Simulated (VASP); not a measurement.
Write the native input for VASP 6.6.1 that does the following.

```
Task                   : single point
Functional             : r2SCAN
Potentials or basis    : VASP PAW PBE potentials, release 64 (Ba_sv, Zr_sv, O_h)
Cutoff                 : 1480 eV
k mesh                 : 6 × 6 × 6
Occupations            : fermi-dirac, width 0.05 eV
Spin                   : no spin polarisation
Dipole correction      : no
Further INCAR settings : ALGO = Normal; EDIFF = 1e-06; NBANDS = 28
```

Crystal: BaZrO3.

```xyz
5
Lattice="4.1632 0.0000 0.0000 0.0000 4.1632 0.0000 0.0000 0.0000 4.1632" Properties=species:S:1:pos:R:3 pbc="T T T"
Ba    0.0000    0.0000    0.0000
Zr    2.0816    2.0816    2.0816
O     2.0816    2.0816    0.0000
O     2.0816    0.0000    2.0816
O     0.0000    2.0816    2.0816
```

These files were run (other wordings do the same):

POSCAR

```
BaZrO3
1.0
    4.1632093537      0.0000000000      0.0000000000
    0.0000000000      4.1632093537      0.0000000000
    0.0000000000      0.0000000000      4.1632093537
Ba Zr O
1 1 3
Direct
    0.0000000000      0.0000000000      0.0000000000
    0.5000000000      0.5000000000      0.5000000000
    0.5000000000      0.5000000000      0.0000000000
    0.5000000000      0.0000000000      0.5000000000
    0.0000000000      0.5000000000      0.5000000000
```

INCAR.step1

```
SYSTEM = BaZrO3
ALGO = Normal ; EDIFF = 1E-5
ENCUT = 1480 ; GGA = PE
GGA_COMPAT = .FALSE. ; ISMEAR = -1
LASPH = .TRUE. ; LCHARG = .FALSE.
LREAL = .FALSE. ; LWAVE = .TRUE.
NBANDS = 28 ; NELM = 120
PREC = Accurate ; SIGMA = 0.05
```

INCAR.step2

```
SYSTEM = BaZrO3
ALGO = Normal ; EDIFF = 1E-6
ENCUT = 1480 ; GGA_COMPAT = .FALSE.
ISIF = 2 ; ISMEAR = -1
ISTART = 1 ; LASPH = .TRUE.
LCHARG = .FALSE. ; LMIXTAU = .TRUE.
LREAL = .FALSE. ; LWAVE = .FALSE.
METAGGA = R2SCAN ; NBANDS = 28
NELM = 120 ; PREC = Accurate
SIGMA = 0.05
```

KPOINTS

```
k-points
0
G
  6 6 6
  0 0 0
```

Potentials or basis: VASP PAW PBE potentials, release 64 (Ba_sv, Zr_sv, O_h).

Launch:

```console
$ cat potpaw_PBE.64/Ba_sv/POTCAR potpaw_PBE.64/Zr_sv/POTCAR potpaw_PBE.64/O_h/POTCAR > POTCAR
$ cp INCAR.step1 INCAR
$ mpirun -np 1 vasp_std > vasp.out
$ cp INCAR.step2 INCAR
$ mpirun -np 1 vasp_std > vasp.out
```

Results of the run:

```yaml
Pressure: 6.3 GPa
Band_gap_on_the_k_mesh: 3.76 eV (least direct gap 3.98 eV)
```

Caveat: the cell stands under pressure; the PAW data sets were made with another functional, which shifts forces and pressure a little; spin-orbit coupling is left out, which moves the levels of the heavy elements.

Run time: 7.7 min on 1 thread of AMD EPYC 9R45 96-Core Processor (Zen 5), on a shared host, peak memory 0.53 GiB.
